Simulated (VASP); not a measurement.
Hf: single point with PBE

The system is Hf.

```
Hf
1.0
    -1.78274    1.78274    1.78274
     1.78274   -1.78274    1.78274
     1.78274    1.78274   -1.78274
Hf
1
Direct
  0.00000 0.00000 0.00000
```

This cell differs from its parent crystal: strained.

| Quantity | Value |
| --- | --- |
| Program | VASP 6.6.1 |
| Task | single point |
| Functional | PBE |
| Potentials or basis | VASP PAW PBE potentials, release 64 (Hf_pv) |
| Cutoff | 520 eV |
| k mesh | 16 × 16 × 16 |
| Occupations | gaussian, width 0.1 eV |
| Spin | no spin polarisation |

```json
{"Pressure": "-2.1 GPa", "Band gap on the k mesh": "zero (band 5 reaches 6.01 eV, above the bottom of band 6 at 3.76 eV)"}
```

Levels at points of the mesh, in eV from the Fermi level:
```
           k point  band 2  band 3  band 4  band 5  band 6  band 7  band 8  band 9
(0.00, 0.00, 0.00)  -29.88  -29.88   -6.99    1.52    1.52    1.52    4.27    4.27
(0.50, 0.00, 0.00)  -30.13  -29.88   -3.33   -0.47    1.02    4.09    5.08    7.50
(0.50, 0.50, 0.50)  -30.43  -30.43   -2.51   -2.51    6.69    6.69    6.69    7.13
```

It took 37 s on 1 thread of Intel Xeon 8259CL, with other jobs on the host, peak memory 0.16 GiB.

Caveat: the cell differs from its parent crystal (strained); spin-orbit coupling is left out, which moves the levels of the heavy elements.
